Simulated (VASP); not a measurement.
# PbS (P6_3mc) in VASP: dielectric tensor with PBE

Aim: the dielectric tensor of PbS with PBE.

Everything below comes from runs of VASP 6.6.1. Logs are shortened: lines on timing, memory, paths and dates and some standing lists are left out, and cuts for length are marked.

### Step 1. The cell of the first run

The structure is hexagonal, space group P6_3mc (No. 186). Conventional cell: a = 4.997 Å, b = 4.997 Å, c = 5.998 Å, α = 90.00°, β = 90.00°, γ = 120.00°. Pb (site symmetry 3m) has 5 S at 2.89 to 3.02 Å within 3.8 Å. Within 3.8 Å of S (site symmetry 3m) lie 5 Pb at 2.89 to 3.02 Å.

### Step 2. Dielectric tensor, PBE

The input, INCAR:

```
SYSTEM = PbS
PREC = Accurate
ENCUT = 520
EDIFF = 1E-8
ISMEAR = 0
SIGMA = 0.01
LREAL = .False.
LASPH = .True.
NELM = 100
ALGO = Normal
ISIF = 2
LWAVE = .False.
LCHARG = .False.
GGA = PE
LEPSILON = .True.
```

The input, KPOINTS:

```
Automatic mesh
0
Gamma
  6 6 4
  0 0 0
```

The input, POSCAR:

```
PbS
1.0
    4.9970307003      0.0000000000      0.0000000000
   -2.4985153501      4.3275555300      0.0000000000
    0.0000000000      0.0000000000      5.9976965852
Pb S
2 2
Direct
    0.3333333333      0.6666666667     -0.0640827495
    0.6666666667      0.3333333333      0.4359172505
    0.3333333333      0.6666666667      0.4390827495
    0.6666666667      0.3333333333      0.9390827495
```

Potentials or basis: VASP PAW PBE potentials, release 64 (Pb_d, S).

Started as:

```bash
> cat potpaw_PBE.64/Pb_d/POTCAR potpaw_PBE.64/S/POTCAR > POTCAR
> mpirun -np 1 vasp_std > vasp.out
```

OUTCAR:

```text
SYSTEM = PbS
   PREC = Accurate
   ENCUT = 520
   EDIFF = 1E-8
   ISMEAR = 0
   LREAL = .False.
   LASPH = .True.
   NELM = 100
   ISIF = 2
   GGA = PE
   LEPSILON = .True.

 ion  position               nearest neighbor table
   1  0.333  0.667  0.936-   4 2.89   4 2.89   4 2.89   3 2.98   3 3.02
   2  0.667  0.333  0.436-   3 2.89   3 2.89   3 2.89   4 2.98   4 3.02
   3  0.333  0.667  0.439-   2 2.89   2 2.89   2 2.89   1 2.98   1 3.02
   4  0.667  0.333  0.939-   1 2.89   1 2.89   1 2.89   2 2.98   2 3.02

  LATTYP: Found a hexagonal cell.
 ALAT       =     4.9970307003
 C/A-ratio  =     1.2002520987

  Lattice vectors:

 A1 = (   4.9970307003,   0.0000000000,   0.0000000000)
 A2 = (  -2.4985153501,   4.3275555300,   0.0000000000)
 A3 = (   0.0000000000,   0.0000000000,   5.9976965852)

Analysis of symmetry for initial positions (statically):
=====================================================================
 Subroutine PRICEL returns:
 Original cell was already a primitive cell.

 Routine SETGRP: Setting up the symmetry group for a
 hexagonal supercell.

 Subroutine GETGRP returns: Found 12 space group operations
 (whereof  6 operations were pure point group operations)
 out of a pool of 24 trial point group operations.

The static configuration has the point symmetry C_3v.
 The point group associated with its full space group is C_6v.

Analysis of symmetry for dynamics (positions and initial velocities):
=====================================================================
 Subroutine PRICEL returns:
 Original cell was already a primitive cell.

 Routine SETGRP: Setting up the symmetry group for a
 hexagonal supercell.

 Subroutine GETGRP returns: Found 12 space group operations
 (whereof  6 operations were pure point group operations)
 out of a pool of 24 trial point group operations.

The dynamic configuration has the point symmetry C_3v.
 The point group associated with its full space group is C_6v.

 Subroutine INISYM returns: Found 12 space group operations
 (whereof  6 operations are pure point group operations),
 and found     1 'primitive' translations

----------------------------------------------------------------------------------------

                                     Primitive cell

  volume of cell :     129.6998

  direct lattice vectors                    reciprocal lattice vectors
[... 726 lines left out ...]
      2.49852      1.44252      5.63233        -0.000000      0.000000     -0.004554
 -----------------------------------------------------------------------------------
    total drift:                               -0.000000      0.000000      0.000156

  FREE ENERGIE OF THE ION-ELECTRON SYSTEM (eV)
  ---------------------------------------------------
  free  energy   TOTEN  =       -17.2240616164 eV

  energy  without entropy=      -17.2240616164  energy(sigma->0) =      -17.22406162

 HEAD OF MICROSCOPIC STATIC DIELECTRIC TENSOR (INDEPENDENT PARTICLE, excluding Hartree and local field effects)
 ------------------------------------------------------
           8.811286     0.000000     0.000000
           0.000000     8.811286     0.000000
           0.000000     0.000000    16.091272
 ------------------------------------------------------

 Free energy of the ion-electron system (eV)
  ---------------------------------------------------
  ---------------------------------------------------
  free energy    TOTEN  =        -2.55856776 eV

  energy without entropy =       -2.55856776

------------------------ aborting loop because EDIFF is reached ----------------------------------------

--------------------------------------- Ionic step        2  -------------------------------------------

------------------------ aborting loop because EDIFF is reached ----------------------------------------

--------------------------------------- Ionic step        3  -------------------------------------------

 Free energy of the ion-electron system (eV)
  ---------------------------------------------------
  ---------------------------------------------------
  free energy    TOTEN  =        -5.58359977 eV

  energy without entropy =       -5.58359977

------------------------ aborting loop because EDIFF is reached ----------------------------------------

 PIEZOELECTRIC TENSOR FIELD DIRECTION 3  (e Angst)
 -----------------------------------------------------------------------------
    -0.18151 -0.00000  0.00000           (  0.00092  0.00000  0.00000)
    -0.00000 -0.18151  0.00000           (  0.00000  0.00092  0.00000)
     0.00000  0.00000  0.54018           (  0.00000  0.00000  0.01473)

 PIEZOELECTRIC TENSOR FIELD DIRECTION 3  (C/m^2)
 -----------------------------------------------------------------------------
    -0.02242 -0.00000  0.00000
    -0.00000 -0.02242  0.00000
     0.00000  0.00000  0.06673

 MACROSCOPIC STATIC DIELECTRIC TENSOR (including local field effects in DFT)
 ------------------------------------------------------
           7.612077     0.000000     0.000000
           0.000000     7.612077     0.000000
           0.000000     0.000000    15.562289
 ------------------------------------------------------

 PIEZOELECTRIC TENSOR (including local field effects)  for field in x, y, z        (e  Angst)
          XX          YY          ZZ          XY          YZ          ZX
  --------------------------------------------------------------------------------
  x     0.00000    -0.00000    -0.00000    -0.00000    -0.00000    -0.06319
  y     0.00000    -0.00000     0.00000     0.00000    -0.06318    -0.00000
  z    -0.18151    -0.18151     0.54018    -0.00000     0.00000     0.00000

 PIEZOELECTRIC TENSOR (including local field effects)  for field in x, y, z        (C/m^2)
          XX          YY          ZZ          XY          YZ          ZX
  --------------------------------------------------------------------------------
  x     0.00000    -0.00000    -0.00000    -0.00000    -0.00000    -0.00781
  y     0.00000    -0.00000     0.00000     0.00000    -0.00780    -0.00000
  z    -0.02242    -0.02242     0.06673    -0.00000     0.00000     0.00000

 BORN EFFECTIVE CHARGES (including local field effects) (in |e|, cummulative output)
 ---------------------------------------------------------------------------------
 ion    1
    1     2.52044     0.00000    -0.00000
    2     0.00000     2.52044     0.00000
    3     0.00000     0.00000     4.64294
 ion    2
    1     2.52044     0.00000     0.00000
    2     0.00000     2.52044     0.00000
    3     0.00000    -0.00000     4.64294
 ion    3
    1    -2.52044    -0.00000     0.00000
    2    -0.00000    -2.52044    -0.00000
    3     0.00000    -0.00000    -4.64294
 ion    4
    1    -2.52044    -0.00000     0.00000
    2    -0.00000    -2.52044    -0.00000
    3    -0.00000     0.00000    -4.64294
```

stdout:

```text
POSCAR found type information on POSCAR PbS
 POSCAR found :  2 types and       4 ions
 scaLAPACK will be used
 LDA part: xc-table for (Slater+PW92), standard interpolation
 POSCAR, INCAR and KPOINTS ok, starting setup
 FFT: planning ... GRIDC
 FFT: planning ... GRID_SOFT
 FFT: planning ... GRID
 WAVECAR not read
 entering main loop
 Linear response reoptimize wavefunctions to high precision
 Linear response G [H, r] |phi>, progress :
  Direction:   1
 Linear response G [H, r] |phi>, progress :
  Direction:   2
 Linear response G [H, r] |phi>, progress :
  Direction:   3
 Linear response to external field (no local field effect), progress :
  Direction:   1
 dielectric tensor                  component  1 :     9.982    -0.604     0.044
 Linear response to external field (no local field effect), progress :
  Direction:   2
 dielectric tensor                  component  2 :    -0.605     7.640    -0.356
 Linear response to external field (no local field effect), progress :
  Direction:   3
 dielectric tensor                  component  3 :     0.044    -0.357    16.091
 Linear response to external field, progress :
  Direction:   1
 dielectric tensor                  component  1 :     7.612     0.029    -0.000
 Linear response to external field, progress :
  Direction:   2
 dielectric tensor                  component  2 :    -0.022     7.612     0.000
 Linear response to external field, progress :
  Direction:   3
 dielectric tensor                  component  3 :     0.045    -0.350    15.562
 Born effective charges drift removed
```

Wall time 14 min (1 thread of AMD EPYC 7R13 (Zen 3), shared host); peak memory 0.51 GiB.

Results:

| Item | Value |
| --- | --- |
| Band gap on the k mesh | 1.43 eV, direct |
| Electronic dielectric tensor (diagonal) | 7.61, 7.61, 15.56 |
| Born charges (mean of the diagonal) | Pb +3.23; S -3.23 e |

Electronic dielectric tensor:
```
 7.61  0.00  0.00
 0.00  7.61  0.00
 0.00  0.00 15.56
```

Born effective charge tensors (e):
atom 1, Pb
```
2.52 0.00 0.00
0.00 2.52 0.00
0.00 0.00 4.64
```
atom 2, Pb
```
2.52 0.00 0.00
0.00 2.52 0.00
0.00 0.00 4.64
```
atom 3, S
```
-2.52  0.00  0.00
 0.00 -2.52  0.00
 0.00  0.00 -4.64
```
atom 4, S
```
-2.52  0.00  0.00
 0.00 -2.52  0.00
 0.00  0.00 -4.64
```

Caveat: spin-orbit coupling is left out, which moves the levels of the heavy elements. A k mesh can miss the band edges.
